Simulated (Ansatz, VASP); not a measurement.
One calculation of C, two programs

The input INCAR:

```
SYSTEM = C
ALGO = Normal
EDIFF = 1E-7
ENCUT = 520
GGA = PE
ISIF = 2
ISMEAR = 0
LASPH = .True.
LCHARG = .False.
LREAL = .False.
LWAVE = .False.
NBANDS = 11
NELM = 80
PREC = Accurate
SIGMA = 0.05
```

Contents of KPOINTS:

```
k-points
0
Gamma
  12 12 12
  0 0 0
```

Contents of POSCAR:

```
C
1.0
    0.0000000000      1.8546026132      1.8546026132
    1.8546026132      0.0000000000      1.8546026132
    1.8546026132      1.8546026132      0.0000000000
C
2
Direct
    0.5000000000      0.5000000000      0.5000000000
    0.7500000000      0.7500000000      0.7500000000
```

Input for Ansatz:

```yaml
crystal:
  lattice:
    - [0.0, 1.8546026132, 1.8546026132]
    - [1.8546026132, 0.0, 1.8546026132]
    - [1.8546026132, 1.8546026132, 0.0]
  atoms:
    - { symbol: C, position: [0.5, 0.5, 0.5] }
    - { symbol: C, position: [0.75, 0.75, 0.75] }
basis:
  ecutwfc: 520.0
kpoints:
  mp_grid: { grid: [12, 12, 12] }
hamiltonian:
  xc: pbe
  pseudopotentials: { kind: paw, azcp: { folder: soft_1 } }
scf:
  occupations: { method: gaussian, width: 0.05 }
output:
  forces: true
  stress: true
  eigenvalues: true
```

Alike in both runs: task single point; functional PBE; k mesh 12 × 12 × 12; occupations gaussian, width 0.05 eV; no spin polarisation.

```csv
,VASP,Ansatz
version,VASP 6.6.1,Ansatz 0.2.0
potentials or method,"VASP PAW PBE potentials, release 64 (C), cutoff 520 eV","scalar-relativistic, plane waves, PAW"
valence electrons in the cell,8,8
```

|  | VASP | Ansatz | Ansatz less VASP |
| --- | --- | --- | --- |
| gap on the k mesh at the Fermi level (eV) | 3.89 | 3.90 | +0.007 |
| least direct gap on the mesh (eV) | 5.27 | 5.27 | +0.003 |
